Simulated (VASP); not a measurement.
# TePb (TePb (100), 4 layers) in VASP: notebook, part 2 of 2

VASP 6.6.1. Earlier steps stand in the parts before.

**3. Single point, PBE**

This run uses another cell than the first one, of 69.68 Å³/atom, 1.362 times its volume.

Contents of INCAR:

```
  PREC = Accurate
  ENCUT = 520
  EDIFF = 1E-7
  ISMEAR = -1
  SIGMA = 0.02
  LREAL = F
  LASPH = T
  NELM = 100
  ALGO = Normal
  ISIF = 2
  LWAVE = F
  LCHARG = F
  LDIPOL = T
  IDIPOL = 3
  DIPOL = 0.5 0.5 0.500
  GGA = PE
  NBANDS = 50
```

Contents of KPOINTS:

```
Automatic mesh
0
Gamma
  6 6 1
```

Contents of POSCAR:

```
TePb
1.0
    4.6436706446      0.0000000000      0.0000000000
    0.0000000000      4.6436706446      0.0000000000
    0.0000000000      0.0000000000     25.8507000000
Pb Te
4 4
Direct
    0.0000000000      0.0000000000      0.3094691245
    0.5000000000      0.5000000000      0.4364897077
    0.0000000000      0.0000000000      0.5635102916
    0.5000000000      0.5000000000      0.6905308755
    0.5000000000      0.5000000000      0.3094691245
    0.0000000000      0.0000000000      0.4364897077
    0.5000000000      0.5000000000      0.5635102916
    0.0000000000      0.0000000000      0.6905308755
```

Potentials or basis: VASP PAW PBE potentials, release 64 (Pb_d, Te).

Command:

```console
> cat potpaw_PBE.64/Pb_d/POTCAR potpaw_PBE.64/Te/POTCAR > POTCAR
> mpirun -np 1 vasp_std > vasp.out
```

OUTCAR:

```text
PREC = Accurate
   ENCUT = 520
   EDIFF = 1E-7
   ISMEAR = -1
   LREAL = F
   LASPH = T
   NELM = 100
   ISIF = 2
   GGA = PE

 ion  position               nearest neighbor table
   1  0.000  0.000  0.309-   6 3.28   5 3.28   5 3.28   5 3.28   5 3.28
   2  0.500  0.500  0.436-   5 3.28   6 3.28   6 3.28   6 3.28   6 3.28   7 3.28
   3  0.000  0.000  0.564-   7 3.28   7 3.28   7 3.28   7 3.28   6 3.28   8 3.28
   4  0.500  0.500  0.691-   8 3.28   8 3.28   8 3.28   8 3.28   7 3.28
   5  0.500  0.500  0.309-   2 3.28   1 3.28   1 3.28   1 3.28   1 3.28
   6  0.000  0.000  0.436-   1 3.28   2 3.28   2 3.28   2 3.28   2 3.28   3 3.28
   7  0.500  0.500  0.564-   3 3.28   3 3.28   3 3.28   3 3.28   2 3.28   4 3.28
   8  0.000  0.000  0.691-   4 3.28   4 3.28   4 3.28   4 3.28   3 3.28

  LATTYP: Found a simple tetragonal cell.
 ALAT       =     4.6436706446
 C/A-ratio  =     5.5668676740

  Lattice vectors:

 A1 = (   4.6436706446,   0.0000000000,   0.0000000000)
 A2 = (   0.0000000000,   4.6436706446,   0.0000000000)
 A3 = (   0.0000000000,   0.0000000000,  25.8507000000)

Analysis of symmetry for initial positions (statically):
=====================================================================
 Subroutine PRICEL returns:
 Original cell was already a primitive cell.

 Routine SETGRP: Setting up the symmetry group for a
 simple tetragonal supercell.

 Subroutine GETGRP returns: Found 16 space group operations
 (whereof  8 operations were pure point group operations)
 out of a pool of 16 trial point group operations.

The static configuration has the point symmetry C_4v.
 The point group associated with its full space group is D_4h.

Analysis of symmetry for dynamics (positions and initial velocities):
=====================================================================
 Subroutine PRICEL returns:
 Original cell was already a primitive cell.

 Routine SETGRP: Setting up the symmetry group for a
 simple tetragonal supercell.

 Subroutine GETGRP returns: Found 16 space group operations
 (whereof  8 operations were pure point group operations)
 out of a pool of 16 trial point group operations.

The dynamic configuration has the point symmetry C_4v.
 The point group associated with its full space group is D_4h.

 Subroutine INISYM returns: Found 16 space group operations
 (whereof  8 operations are pure point group operations),
 and found     1 'primitive' translations

----------------------------------------------------------------------------------------

                                     Primitive cell

  volume of cell :     557.4361

  direct lattice vectors                    reciprocal lattice vectors
     4.643670645  0.000000000  0.000000000     0.215346883  0.000000000  0.000000000
     0.000000000  4.643670645  0.000000000     0.000000000  0.215346883  0.000000000
     0.000000000  0.000000000 25.850700000     0.000000000  0.000000000  0.038683672

  length of vectors
     4.643670645  4.643670645 25.850700000     0.215346883  0.215346883  0.038683672

  position of ions in fractional coordinates (direct lattice)
     0.000000000  0.000000000  0.309469124
[... 55 lines left out ...]
  0.500000  0.333333  0.000000      4.000000
  0.500000  0.500000  0.000000      1.000000
   k-points           NKPTS =     10   k-points in BZ     NKDIM =     10   number of bands    NBANDS=     50
   number of dos      NEDOS =    301   number of ions     NIONS =      8
   total plane-waves  NPLWV = 248832
   dimension x,y,z NGX =    36 NGY =   36 NGZ =  192
   dimension x,y,z NGXF=    72 NGYF=   72 NGZF=  384
   ions per type =               4   4
   NGX,Y,Z   is equivalent  to a cutoff of  12.89, 12.89, 12.35 a.u.
   NGXF,Y,Z  is equivalent  to a cutoff of  25.78, 25.78, 24.70 a.u.
 SYSTEM =  unknown system
   PREC   = accura    normal or accurate (medium, high low for compatibility)
   ISTART =      0    job   : 0-new  1-cont  2-samecut
   ICHARG =      2    charge: 1-file 2-atom 10-const
   ISPIN  =      1    spin polarized calculation?
   LNONCOLLINEAR =      F non collinear calculations
   LSORBIT =      F    spin-orbit coupling
   LASPH  =      T    aspherical Exc in radial PAW
   ENCUT  =  520.0 eV  38.22 Ry    6.18 a.u.   8.63  8.63 48.07*2*pi/ulx,y,z
   NELM   =    100;   NELMIN=  2; NELMDL= -5     # of ELM steps
   EDIFF  = 0.1E-06   stopping-criterion for ELM
   LREAL  =      F    real-space projection
   EDIFFG = 0.1E-05   stopping-criterion for IOM
   NSW    =      0    number of steps for IOM
   IBRION =     -1    ionic relax: 0-MD 1-quasi-New 2-CG
   NFREE  =      0    steps in history (QN), initial steepest desc. (CG)
   ISIF   =      2    stress and relaxation
   ISYM   =      2    0-nonsym 1-usesym 2-fastsym
   POTIM  = 0.5000    time-step for ionic-motion
   TEBEG  =    0.0;   TEEND  =   0.0 temperature during run
   PSTRESS=    0.0 pullay stress
   NELECT =      80.0000    total number of electrons
   NUPDOWN=      -1.0000    fix difference up-down
   EMIN   =  10.00;   EMAX   =-10.00  energy-range for DOS
   EFERMI =   0.00;   METHOD = LEGACY
   ISMEAR =    -1;   SIGMA  =   0.02  broadening in eV -4-tet -1-fermi 0-gaus
   EFERMI_NEDOS =   21; number of points for ismear=-14 and -15
   IALGO  =     38    algorithm
   IMIX   =      4    mixing-type and parameters
     AMIX     =   0.40;   BMIX     =  1.00
     AMIX_MAG =   1.60;   BMIX_MAG =  1.00
  volume/ion in A,a.u.               =      69.68       470.22
  Fermi-wavevector in a.u.,A,eV,Ry     =   0.857116  1.619715  9.995499  0.734648
  Thomas-Fermi vector in A             =   1.974121
   LORBIT       =      0    0 simple, 1 ext, 2 COOP (PROOUT), +10 PAW based schemes
   GGA     = PE    functional components
   LHFCALC =     F    Hartree Fock is set to
   AEXX    =    0.0000 exact exchange contribution
   IVDW    =     0    specifies the selected vdW correction
   LEPSILON=     F    determine dielectric tensor
   LRPA    =     F    only Hartree local field effects (RPA)
 non-spin polarized calculation
  energy-cutoff  :      520.00
  volume of cell :      557.44
 maximum number of plane-waves:     15097
 NGX is ok and might be reduce to    36
   NGX = 17   NGY = 17   NGZ = 97

 number of electron      79.9999990 magnetization

 dipolmoment           0.000000      0.000000      0.000000 electrons x Angstroem

 Free energy of the ion-electron system (eV)
  ---------------------------------------------------
  ext. energy  EPLUGINS =         0.00000000
  ---------------------------------------------------
  free energy    TOTEN  =       -29.51280115 eV

  energy without entropy =      -29.51280115  energy(sigma->0) =      -29.51280115

 E-fermi :   0.7222     XC(G=0):  -5.0842

 val. band max:        0.2379270136   @ k =   0.5000   0.0000   0.0000
 cond. band min:       1.4324302100   @ k =   0.5000   0.0000   0.0000
 fundamental gap:      1.1945031964
 Fermi energy:         0.7222398661

 k-point     1 :       0.0000    0.0000    0.0000
  band No.  band energies     occupation
      1     -16.4979      2.00000
      2     -16.4976      2.00000
      3     -16.4472      2.00000
      4     -16.4472      2.00000
      5     -16.4472      2.00000
      6     -16.4472      2.00000
[... 519 lines left out ...]
     49       5.7208      0.00000
     50       5.7208      0.00000

------------------------ aborting loop because EDIFF is reached ----------------------------------------

 vacuum level on the upper side and lower side of the slab       (xc-potential included)        -0.063        -0.063

  FORCE on cell =-STRESS in cart. coord.  units (eV):
  Direction    XX          YY          ZZ          XY          YZ          ZX
  --------------------------------------------------------------------------------------
  -------------------------------------------------------------------------------------
  Total       -0.9643953     -0.9643953     -2.9681716      0.0000000     -0.0000000      0.0000000
  in kB       -2.7718552     -2.7718552     -8.5310889      0.0000000     -0.0000000      0.0000000
  external PRESSURE =      -4.6915997 kB  Pullay stress =       0.0000000 kB

 VOLUME and BASIS-vectors are now :
 -----------------------------------------------------------------------------
  energy-cutoff  :      520.00
  volume of cell :      557.44
      direct lattice vectors                 reciprocal lattice vectors
     4.643670645  0.000000000  0.000000000     0.215346883  0.000000000  0.000000000
     0.000000000  4.643670645  0.000000000     0.000000000  0.215346883  0.000000000
     0.000000000  0.000000000 25.850700000     0.000000000  0.000000000  0.038683672

 POSITION                                       TOTAL-FORCE (eV/Angst)
 -----------------------------------------------------------------------------------
      0.00000      0.00000      7.99999         0.000000     -0.000000      0.449814
      2.32184      2.32184     11.28356         0.000000     -0.000000     -0.354271
      0.00000      0.00000     14.56714        -0.000000     -0.000000      0.354271
      2.32184      2.32184     17.85071        -0.000000     -0.000000     -0.449814
      2.32184      2.32184      7.99999        -0.000000      0.000000      0.070194
      0.00000      0.00000     11.28356        -0.000000     -0.000000     -0.322208
      2.32184      2.32184     14.56714        -0.000000     -0.000000      0.322208
      0.00000      0.00000     17.85071         0.000000     -0.000000     -0.070194
 -----------------------------------------------------------------------------------
    total drift:                                0.000000     -0.000000      0.000035

  FREE ENERGIE OF THE ION-ELECTRON SYSTEM (eV)
  ---------------------------------------------------
  free  energy   TOTEN  =       -29.5128011542 eV

  energy  without entropy=      -29.5128011542  energy(sigma->0) =      -29.51280115

 vacuum level on the upper side and lower side of the slab         4.768         4.768
```

Wall time 4.3 min (1 thread of Intel Xeon 6975P-C (Granite Rapids), shared host); peak memory 0.66 GiB.

What came out:

```
Free energy            : -29.5128 eV
Largest force          : 0.450 eV/Å
Band gap on the k mesh : 1.19 eV, direct
```

Forces in eV/Å, atoms in the order of the input:
```
Pb   0.000  0.000  0.450
Pb   0.000  0.000 -0.354
Pb   0.000  0.000  0.354
Pb   0.000  0.000 -0.450
Te   0.000  0.000  0.070
Te   0.000  0.000 -0.322
Te   0.000  0.000  0.322
Te   0.000  0.000 -0.070
```

Caveat: spin-orbit coupling is left out, which moves the levels of the heavy elements.
